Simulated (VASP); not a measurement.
# PrAlF (P4/mmm) in VASP: single point with PBE

Aim: the single point of PrAlF with PBE.

Everything below comes from runs of VASP 6.6.1. Logs are shortened: lines on timing, memory, paths and dates and some standing lists are left out, and cuts for length are marked.

## (1) The cell of the first run

Symmetry: P4/mmm, No. 123, tetragonal system. Conventional cell: a = 4.137 Å, b = 4.137 Å, c = 3.364 Å, α = 90.00°, β = 90.00°, γ = 90.00°. Within 2.2 Å of Pr (site symmetry 4/mmm) lie 2 F at 1.68 Å. Within 3.9 Å of Al (site symmetry 4/mmm) lie 4 Pr at 2.93 Å and 2 Al at 3.36 Å and 8 F at 3.37 Å. F (site symmetry 4/mmm) has 2 Pr at 1.68 Å within 2.2 Å.

## (2) Single point, PBE

INCAR

```
PREC = Accurate ; ENCUT = 520
EDIFF = 1E-7 ; ISMEAR = 0
SIGMA = 0.1 ; LREAL = F
LASPH = T ; NELM = 60
ALGO = Normal ; ISIF = 2
LWAVE = F ; LCHARG = F
GGA = PE ; NBANDS = 18
```

KPOINTS

```
Automatic mesh
0
Gamma
  4 4 6
```

POSCAR

```
PrAlF
1.0
    4.1372674000      0.0000000000      0.0000000000
    0.0000000000      4.1372674000      0.0000000000
    0.0000000000      0.0000000000      3.3640533700
Pr Al F
1 1 1
Direct
    0.5000000000      0.5000000000      0.0000000000
    0.0000000000      0.0000000000      0.0000000000
    0.5000000000      0.5000000000      0.5000000000
```

Potentials or basis: VASP PAW PBE potentials, release 64 (Pr, Al, F).

On the command line:

```console
$ cat potpaw_PBE.64/Pr/POTCAR potpaw_PBE.64/Al/POTCAR potpaw_PBE.64/F/POTCAR > POTCAR
$ mpirun -np 1 vasp_std > vasp.out
```

OUTCAR:

```text
PREC = Accurate
   ENCUT = 520
   EDIFF = 1E-7
   ISMEAR = 0
   LREAL = F
   LASPH = T
   NELM = 60
   ISIF = 2
   GGA = PE

 ion  position               nearest neighbor table
   1  0.500  0.500  0.000-   3 1.68   3 1.68   2 2.93   2 2.93   2 2.93   2 2.93
   2  0.000  0.000  0.000-   1 2.93   1 2.93   1 2.93   1 2.93
   3  0.500  0.500  0.500-   1 1.68   1 1.68

  LATTYP: Found a simple tetragonal cell.
 ALAT       =     4.1372674000
 C/A-ratio  =     0.8131099696

  Lattice vectors:

 A1 = (   4.1372674000,   0.0000000000,   0.0000000000)
 A2 = (   0.0000000000,   4.1372674000,   0.0000000000)
 A3 = (   0.0000000000,   0.0000000000,   3.3640533700)

Analysis of symmetry for initial positions (statically):
=====================================================================
 Subroutine PRICEL returns:
 Original cell was already a primitive cell.

 Routine SETGRP: Setting up the symmetry group for a
 simple tetragonal supercell.

 Subroutine GETGRP returns: Found 16 space group operations
 (whereof 16 operations were pure point group operations)
 out of a pool of 16 trial point group operations.

The static configuration has the point symmetry D_4h.

Analysis of symmetry for dynamics (positions and initial velocities):
=====================================================================
 Subroutine PRICEL returns:
 Original cell was already a primitive cell.

 Routine SETGRP: Setting up the symmetry group for a
 simple tetragonal supercell.

 Subroutine GETGRP returns: Found 16 space group operations
 (whereof 16 operations were pure point group operations)
 out of a pool of 16 trial point group operations.

The dynamic configuration has the point symmetry D_4h.

 Subroutine INISYM returns: Found 16 space group operations
 (whereof 16 operations are pure point group operations),
 and found     1 'primitive' translations

----------------------------------------------------------------------------------------

                                     Primitive cell

  volume of cell :      57.5824

  direct lattice vectors                    reciprocal lattice vectors
     4.137267400  0.000000000  0.000000000     0.241705431  0.000000000  0.000000000
     0.000000000  4.137267400  0.000000000     0.000000000  0.241705431  0.000000000
     0.000000000  0.000000000  3.364053370     0.000000000  0.000000000  0.297260444

  length of vectors
     4.137267400  4.137267400  3.364053370     0.241705431  0.241705431  0.297260444

  position of ions in fractional coordinates (direct lattice)
     0.500000000  0.500000000  0.000000000
     0.000000000  0.000000000  0.000000000
     0.500000000  0.500000000  0.500000000

  ion indices of the primitive-cell ions
   primitive index   ion index
                 1           1
                 2           2
                 3           3

----------------------------------------------------------------------------------------

 KPOINTS: Automatic mesh

Automatic generation of k-mesh.
 Grid dimensions read from file:
 generate k-points for:    4    4    6

 Generating k-lattice:

  Cartesian coordinates                     Fractional coordinates (reciprocal lattice)
     0.060426358  0.000000000  0.000000000     0.250000000  0.000000000  0.000000000
     0.000000000  0.060426358  0.000000000     0.000000000  0.250000000  0.000000000
     0.000000000  0.000000000  0.049543407     0.000000000  0.000000000  0.166666667

  Length of vectors
     0.060426358  0.060426358  0.049543407

  Shift w.r.t. Gamma in fractional coordinates (k-lattice)
     0.000000000  0.000000000  0.000000000

 Subroutine IBZKPT returns following result:
 ===========================================

 Found     24 irreducible k-points:

 Following reciprocal coordinates:
            Coordinates               Weight
  0.000000  0.000000  0.000000      1.000000
  0.250000  0.000000  0.000000      4.000000
  0.500000  0.000000  0.000000      2.000000
  0.250000  0.250000  0.000000      4.000000
  0.500000  0.250000  0.000000      4.000000
  0.500000  0.500000  0.000000      1.000000
[... 16 lines left out ...]
  0.500000  0.250000  0.500000      4.000000
  0.500000  0.500000  0.500000      1.000000
   k-points           NKPTS =     24   k-points in BZ     NKDIM =     24   number of bands    NBANDS=     18
   number of dos      NEDOS =    301   number of ions     NIONS =      3
   total plane-waves  NPLWV =  28672
   dimension x,y,z NGX =    32 NGY =   32 NGZ =   28
   dimension x,y,z NGXF=    64 NGYF=   64 NGZF=   56
   ions per type =               1   1   1
   NGX,Y,Z   is equivalent  to a cutoff of  12.86, 12.86, 13.84 a.u.
   NGXF,Y,Z  is equivalent  to a cutoff of  25.72, 25.72, 27.67 a.u.
 SYSTEM =  unknown system
   PREC   = accura    normal or accurate (medium, high low for compatibility)
   ISTART =      0    job   : 0-new  1-cont  2-samecut
   ICHARG =      2    charge: 1-file 2-atom 10-const
   ISPIN  =      1    spin polarized calculation?
   LNONCOLLINEAR =      F non collinear calculations
   LSORBIT =      F    spin-orbit coupling
   LASPH  =      T    aspherical Exc in radial PAW
   ENCUT  =  520.0 eV  38.22 Ry    6.18 a.u.   7.69  7.69  6.25*2*pi/ulx,y,z
   NELM   =     60;   NELMIN=  2; NELMDL= -5     # of ELM steps
   EDIFF  = 0.1E-06   stopping-criterion for ELM
   LREAL  =      F    real-space projection
   EDIFFG = 0.1E-05   stopping-criterion for IOM
   NSW    =      0    number of steps for IOM
   IBRION =     -1    ionic relax: 0-MD 1-quasi-New 2-CG
   NFREE  =      0    steps in history (QN), initial steepest desc. (CG)
   ISIF   =      2    stress and relaxation
   ISYM   =      2    0-nonsym 1-usesym 2-fastsym
   POTIM  = 0.5000    time-step for ionic-motion
   TEBEG  =    0.0;   TEEND  =   0.0 temperature during run
   PSTRESS=    0.0 pullay stress
   NELECT =      23.0000    total number of electrons
   NUPDOWN=      -1.0000    fix difference up-down
   EMIN   =  10.00;   EMAX   =-10.00  energy-range for DOS
   EFERMI =   0.00;   METHOD = LEGACY
   ISMEAR =     0;   SIGMA  =   0.10  broadening in eV -4-tet -1-fermi 0-gaus
   EFERMI_NEDOS =   21; number of points for ismear=-14 and -15
   IALGO  =     38    algorithm
   IMIX   =      4    mixing-type and parameters
     AMIX     =   0.40;   BMIX     =  1.00
     AMIX_MAG =   1.60;   BMIX_MAG =  1.00
  volume/ion in A,a.u.               =      19.19       129.53
  Fermi-wavevector in a.u.,A,eV,Ry     =   1.205649  2.278346 19.777274  1.453589
  Thomas-Fermi vector in A             =   2.341339
   LORBIT       =      0    0 simple, 1 ext, 2 COOP (PROOUT), +10 PAW based schemes
   GGA     = PE    functional components
   LHFCALC =     F    Hartree Fock is set to
   AEXX    =    0.0000 exact exchange contribution
   IVDW    =     0    specifies the selected vdW correction
   LEPSILON=     F    determine dielectric tensor
   LRPA    =     F    only Hartree local field effects (RPA)
 non-spin polarized calculation
 Gauss-broadening in eV      SIGMA  =   0.10
  energy-cutoff  :      520.00
  volume of cell :       57.58
 maximum number of plane-waves:      1565
 NGX is ok and might be reduce to    32
   NGX = 15   NGY = 15   NGZ = 13

 number of electron      23.0000009 magnetization

 Free energy of the ion-electron system (eV)
  ---------------------------------------------------
  ext. energy  EPLUGINS =         0.00000000
  ---------------------------------------------------
  free energy    TOTEN  =        -6.38001462 eV

  energy without entropy =       -6.33713438  energy(sigma->0) =       -6.35857450

 E-fermi :   6.3456     XC(G=0): -10.0759

 val. band max:        6.3426644326   @ k =   0.0000   0.0000   0.1667
 cond. band min:       6.3485757401   @ k =   0.2500   0.0000   0.0000
 fundamental gap:      0.0059113075
 Fermi energy:         6.3455948797

 k-point     1 :       0.0000    0.0000    0.0000
  band No.  band energies     occupation
      1     -32.4111      2.00000
      2     -22.0187      2.00000
      3     -18.2601      2.00000
      4     -12.3733      2.00000
      5     -12.3733      2.00000
      6      -4.4418      2.00000
[... 10 lines left out ...]
     17       8.3816      0.00000
     18       9.4752      0.00000

 k-point     2 :       0.2500    0.0000    0.0000
  band No.  band energies     occupation
      1     -32.4069      2.00000
      2     -22.0142      2.00000
      3     -18.2578      2.00000
      4     -12.5084      2.00000
      5     -12.3598      2.00000
      6      -4.4843      2.00000
[... 10 lines left out ...]
     17       7.5813      0.00000
     18       8.6637      0.00000

 k-point     3 :       0.5000    0.0000    0.0000
  band No.  band energies     occupation
      1     -32.4029      2.00000
      2     -22.0098      2.00000
      3     -18.2558      2.00000
      4     -12.6382      2.00000
      5     -12.3464      2.00000
      6      -4.5236      2.00000
[... 10 lines left out ...]
     17       7.5846      0.00000
     18       8.5589      0.00000

 k-point     4 :       0.2500    0.2500    0.0000
  band No.  band energies     occupation
      1     -32.4030      2.00000
      2     -22.0100      2.00000
      3     -18.2556      2.00000
      4     -12.4958      2.00000
      5     -12.4800      2.00000
      6      -4.4807      2.00000
[... 375 lines left out ...]
      4     -11.4445      2.00000
      5      -7.1140      2.00000
      6      -6.6058      2.00000
[... 10 lines left out ...]
     17       7.0103      0.00000
     18       7.2304      0.00000

 k-point    23 :       0.5000    0.2500    0.5000
  band No.  band energies     occupation
      1     -30.4477      2.00000
      2     -28.1658      2.00000
      3     -11.5773      2.00000
      4     -11.4318      2.00000
      5      -7.0962      2.00000
      6      -6.6595      2.00000
[... 10 lines left out ...]
     17       6.7492      0.00000
     18       7.0047      0.00000

 k-point    24 :       0.5000    0.5000    0.5000
  band No.  band energies     occupation
      1     -30.4427      2.00000
      2     -28.1644      2.00000
      3     -11.5506      2.00000
      4     -11.5506      2.00000
      5      -7.0809      2.00000
      6      -6.6468      2.00000
[... 10 lines left out ...]
     17       7.3199      0.00000
     18       8.5923      0.00000

------------------------ aborting loop because EDIFF is reached ----------------------------------------

  FORCE on cell =-STRESS in cart. coord.  units (eV):
  Direction    XX          YY          ZZ          XY          YZ          ZX
  --------------------------------------------------------------------------------------
  -------------------------------------------------------------------------------------
  Total        3.7351543      3.7351543     65.2847805      0.0000000     -0.0000000     -0.0000000
  in kB      103.9271621    103.9271621   1816.4877416      0.0000000     -0.0000000     -0.0000000
  external PRESSURE =     674.7806886 kB  Pullay stress =       0.0000000 kB

 VOLUME and BASIS-vectors are now :
 -----------------------------------------------------------------------------
  energy-cutoff  :      520.00
  volume of cell :       57.58
      direct lattice vectors                 reciprocal lattice vectors
     4.137267400  0.000000000  0.000000000     0.241705431  0.000000000  0.000000000
     0.000000000  4.137267400  0.000000000     0.000000000  0.241705431  0.000000000
     0.000000000  0.000000000  3.364053370     0.000000000  0.000000000  0.297260444

 POSITION                                       TOTAL-FORCE (eV/Angst)
 -----------------------------------------------------------------------------------
      2.06863      2.06863      0.00000         0.000000      0.000000      0.000000
      0.00000      0.00000      0.00000         0.000000      0.000000      0.000000
      2.06863      2.06863      1.68203         0.000000      0.000000      0.000000
 -----------------------------------------------------------------------------------
    total drift:                                0.000000     -0.000000     -0.000000

  FREE ENERGIE OF THE ION-ELECTRON SYSTEM (eV)
  ---------------------------------------------------
  free  energy   TOTEN  =        -6.3800146245 eV

  energy  without entropy=       -6.3371343827  energy(sigma->0) =       -6.35857450
```

Run time: 52 s. Hardware: 1 thread of Intel Xeon 6975P-C, shared host; peak memory 0.2 GiB.

What came out:

```
Free energy : -6.3800 eV
Pressure    : 67.5 GPa
```

Levels at points of the mesh, in eV from the Fermi level:
```tsv
k point	band 7	band 8	band 9	band 10	band 11	band 12	band 13	band 14	band 15	band 16
(0.00, 0.00, 0.00)	-10.79	-6.50	-4.45	-0.93	-0.02	-0.02	0.27	0.33	1.13	1.13
(0.50, 0.00, 0.00)	-10.78	-4.42	-4.39	-3.02	-0.84	0.15	0.30	0.31	0.36	1.19
(0.50, 0.50, 0.00)	-10.85	-5.38	-4.33	-0.29	-0.29	0.25	0.33	0.33	0.35	1.54
(0.00, 0.00, 0.50)	-12.89	-12.04	-4.00	-2.27	-0.01	-0.01	-0.01	0.17	0.23	0.23
(0.50, 0.00, 0.50)	-12.88	-12.00	-2.16	-1.11	-0.94	-0.17	0.07	0.09	0.10	0.30
(0.50, 0.50, 0.50)	-12.99	-11.98	-3.48	-1.06	-0.16	-0.16	0.22	0.32	0.32	0.61
```

Caveat: the k points lie up to 0.38 Å⁻¹ apart; spin-orbit coupling is left out, which moves the levels of the heavy elements; an odd number of electrons without spin polarisation forces a metal; a magnetic or distorted state may lie lower; the run has no spin polarisation, though such a crystal can be magnetic; without U or exact exchange the open f shell lies at the Fermi level, which spoils levels, moments and volumes.
